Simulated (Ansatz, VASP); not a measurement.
One calculation of LiF, two programs

The input POSCAR:

```
LiF
1.0
    0.0000000000      1.9948717404      1.9948717404
    2.0048460991      0.0000000000      1.9948717404
    2.0048460991      1.9948717404      0.0000000000
Li F
1 1
Direct
    0.0000000000      0.0000000000      0.0000000000
    0.5000000000      0.5000000000      0.5000000000
```

The input INCAR.step1:

```
PREC = Accurate
ENCUT = 520
ISMEAR = 0
SIGMA = 0.01
LREAL = F
LASPH = T
NELM = 100
NBANDS = 12
GGA = PE
ALGO = Normal
EDIFF = 1E-4
LWAVE = T
LCHARG = F
```

Contents of INCAR.step2:

```
PREC = Accurate
ENCUT = 520
EDIFF = 1E-7
ISMEAR = 0
SIGMA = 0.01
LREAL = F
LASPH = T
NELM = 100
ALGO = Normal
ISIF = 2
LWAVE = F
LCHARG = F
METAGGA = R2SCAN
LMIXTAU = T
NBANDS = 12
ISTART = 1
```

File KPOINTS:

```
Automatic mesh
0
Gamma
  10 10 10
```

Input for Ansatz:

```yaml
crystal:
  lattice:
    - [0.0, 1.9948717404, 1.9948717404]
    - [2.0048460991, 0.0, 1.9948717404]
    - [2.0048460991, 1.9948717404, 0.0]
  atoms:
    - { symbol: Li, position: [0.0, 0.0, 0.0] }
    - { symbol: F, position: [0.5, 0.5, 0.5] }
kpoints:
  mp_grid: { grid: [10, 10, 10] }
  band_path:
    path:
      - [0.0, 0.0, 0.0]
      - [0.5, 0.0, 0.5]
      - [0.625, 0.25, 0.625]
      - [0.375, 0.375, 0.75]
      - [0.5, 0.5, 0.5]
      - [0.5, 0.25, 0.75]
    npoints: 1
hamiltonian:
  xc: r2scan
scf:
  occupations: { method: fixed }
  n_extra_bands: 4
output:
  forces: true
  stress: true
  eigenvalues: true
```

Change from the starting cell: uniaxial_x strain +0.5%.

Alike in both runs: task single point; functional r2SCAN; k mesh 10 × 10 × 10; no spin polarisation.

```csv
,VASP,Ansatz
version,VASP 6.6.1,Ansatz 0.2.0
potentials or method,"VASP PAW PBE potentials, release 64 (Li_sv, F)","plane waves, PAW"
plane-wave cutoff (eV),520,500
occupations,"gaussian, width 0.01 eV",fixed
valence electrons in the cell,10,10
```

|  | VASP | Ansatz | Ansatz less VASP |
| --- | --- | --- | --- |
| gap on the k mesh at the Fermi level (eV) | 10.50 | 10.27 | -0.223 |

VASP's potentials were made for PBE, not for r2SCAN.

Noted on VASP's run: the cutoff is short for stress, so the pressure is rough.
